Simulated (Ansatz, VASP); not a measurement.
# Ga3Sb: VASP beside Ansatz

```xyz
4
Lattice="-2.2857 2.2857 4.2203 2.2857 -2.2857 4.2203 2.2857 2.2857 -4.2203" Properties=species:S:1:pos:R:3 pbc="T T T"
Ga    0.0000    2.2857    2.1102
Ga    2.2857    0.0000    2.1102
Ga    0.0000    0.0000    4.2203
Sb    0.0000    0.0000   -0.4500
```

Alike in both runs: task single point; functional PBE; k mesh 14 × 14 × 14; occupations gaussian, width 0.15 eV; no spin polarisation.

```csv
,VASP,Ansatz
version,VASP 6.6.1,Ansatz 0.2.0
potentials or method,"VASP PAW PBE potentials, release 64 (Ga_d, Sb), cutoff 520 eV","scalar-relativistic, plane waves, PAW"
valence electrons in the cell,44,54
```

VASP gave:

| Item | Value |
| --- | --- |
| gap on the k mesh at the Fermi level (eV) | none |
| pressure (GPa) | 2.2 |
| traceless stress, the component that is largest in VASP (GPa) | -0.38 |
| rms of the force components (eV/Å) | 0.513 |

Estimate Ansatz's values.

gap on the k mesh at the Fermi level (eV): none; pressure (GPa): 2.1; traceless stress, the component that is largest in VASP (GPa): -0.37; rms of the force components (eV/Å): 0.505.

Atom by atom the forces differ by 0.007 eV/Å (rms over components). A gap of «none» marks a metal or a gap that the smearing closes. The functional is the same, so the differences come from potentials, cutoffs and numerics. VASP's potentials hold 44 valence electrons a cell and Ansatz's 54, so a difference there can come from the potentials and not from the codes.

Neither program's run includes spin-orbit coupling.
